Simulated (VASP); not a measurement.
Here is a VASP 6.6.1 calculation.

Contents of INCAR:

```
SYSTEM = AlNi3
  PREC = Accurate
  ENCUT = 520
  EDIFF = 1E-6
  ISMEAR = 0
  SIGMA = 0.1
  LREAL = .False.
  LASPH = .True.
  NELM = 100
  ALGO = Fast
  ISIF = 2
  LWAVE = .False.
  LCHARG = .False.
  GGA = PS
  NBANDS = 24
```

The input KPOINTS:

```
regular mesh
0
Gamma
  14 14 14
  0 0 0
```

The input POSCAR:

```
AlNi3
1.0
    0.0000000000      2.7412814722      2.7412814722
    2.7412814722      0.0000000000      2.7412814722
    2.7412814722      2.7412814722      0.0000000000
Al Ni
1 3
Direct
    0.5000000000      0.5000000000      0.5000000000
    0.2500000000      0.2500000000      0.2500000000
    0.0000000000      0.0000000000      0.0000000000
    0.7500000000      0.7500000000      0.7500000000
```

Potentials or basis: VASP PAW PBE potentials, release 64 (Al, Ni).

The run is started by

```bash
$ cat potpaw_PBE.64/Al/POTCAR potpaw_PBE.64/Ni/POTCAR > POTCAR
$ mpirun -np 1 vasp_std > vasp.out
```

Q: Estimate the band gap on the k mesh.

A: Zero (an odd number of electrons rules out a gap without spin polarisation).

Q: Predict the pressure.

A: 14.3 GPa.

Caveat: the cell stands under pressure; the PAW data sets were made with another functional, which shifts forces and pressure a little. Spin polarisation is off, so any magnetic state and its effect on volume and gap are missing.
